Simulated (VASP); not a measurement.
## Si (a cell with a defect): single point with LDA

System: Si (a cell with a defect).

```
Si
1.0
     0.00000    5.43000    5.43000
     5.43000    0.00000    5.43000
     5.43000    5.43000    0.00000
Si
17
Direct
  0.01102 0.01149 0.96590
  0.11801 0.11820 0.12022
  0.99890 0.99907 0.49204
  0.13574 0.13622 0.59172
  0.97900 0.50662 0.00766
  0.11801 0.64347 0.12022
  0.99890 0.50988 0.49204
  0.11487 0.62752 0.62999
  0.50640 0.97877 0.00703
  0.64282 0.11851 0.12005
  0.50934 0.99939 0.49177
  0.62736 0.11512 0.62941
  0.50639 0.50769 0.00704
  0.61080 0.61072 0.16765
  0.48591 0.48606 0.54185
  0.62735 0.62800 0.62941
  0.35018 0.34984 0.95002
```

```
Program                : VASP 6.6.1
Task                   : single point
Functional             : LDA
Potentials or basis    : VASP PAW LDA potentials, release 64 (Si)
Cutoff                 : 520 eV
k mesh                 : 2 × 2 × 2
Occupations            : gaussian, width 0.05 eV
Spin                   : no spin polarisation
Dipole correction      : no
Further INCAR settings : LREAL = Auto; ALGO = Normal; EDIFF = 1e-06; NBANDS = 48
```

```yaml
Pressure: 1.4 GPa
Largest_force: 0.603 eV/Å
Band_gap_on_the_k_mesh: zero (bands 34 and 35 overlap by 0.10 eV)
```

Forces on the atoms (eV/Å):
```
Si   0.059  0.055 -0.059
Si   0.054  0.052  0.031
Si   0.020  0.023  0.003
Si   0.072  0.069 -0.073
Si   0.010  0.048 -0.011
Si  -0.032  0.053 -0.054
Si  -0.003  0.023 -0.020
Si   0.015 -0.004 -0.015
Si   0.063  0.010  0.001
Si   0.049 -0.035 -0.049
Si   0.021 -0.005 -0.021
Si  -0.004  0.016 -0.013
Si  -0.001  0.010 -0.063
Si   0.018  0.023 -0.017
Si  -0.007 -0.009  0.006
Si   0.013  0.016  0.004
Si  -0.349 -0.344  0.350
```

Stress tensor (GPa, compression positive):
```
 1.35 -0.56  0.57
-0.56  1.38  0.56
 0.57  0.56  1.35
```

Levels at points of the mesh, in eV from the Fermi level:
```tsv
k point	band 31	band 32	band 33	band 34	band 35	band 36	band 37	band 38
(0.00, 0.00, 0.00)	-0.93	-0.68	-0.67	-0.39	-0.09	-0.08	0.12	0.12
(0.50, 0.00, 0.00)	-1.36	-1.34	-1.12	-0.18	0.21	0.80	0.86	0.92
(0.00, 0.50, 0.00)	-1.37	-1.34	-1.12	-0.17	0.21	0.80	0.85	0.91
(0.00, 0.00, 0.50)	-1.45	-1.28	-1.27	-0.25	0.42	0.44	1.10	1.10
(0.50, 0.50, 0.50)	-1.37	-1.34	-1.12	-0.17	0.21	0.80	0.85	0.91
(0.50, 0.50, 0.00)	-1.89	-1.73	-0.84	0.01	0.54	1.20	1.28	1.30
(0.00, 0.50, 0.50)	-1.89	-1.73	-0.84	0.01	0.54	1.20	1.28	1.30
(0.50, 0.00, 0.50)	-1.89	-1.73	-0.85	0.02	0.54	1.20	1.28	1.30
```

Run time: 95 s on 1 thread of Intel(R) Xeon(R) 6975P-C (Granite Rapids) (shared host), peak memory 0.37 GiB.

Caveat: the k points lie up to 0.50 Å⁻¹ apart.
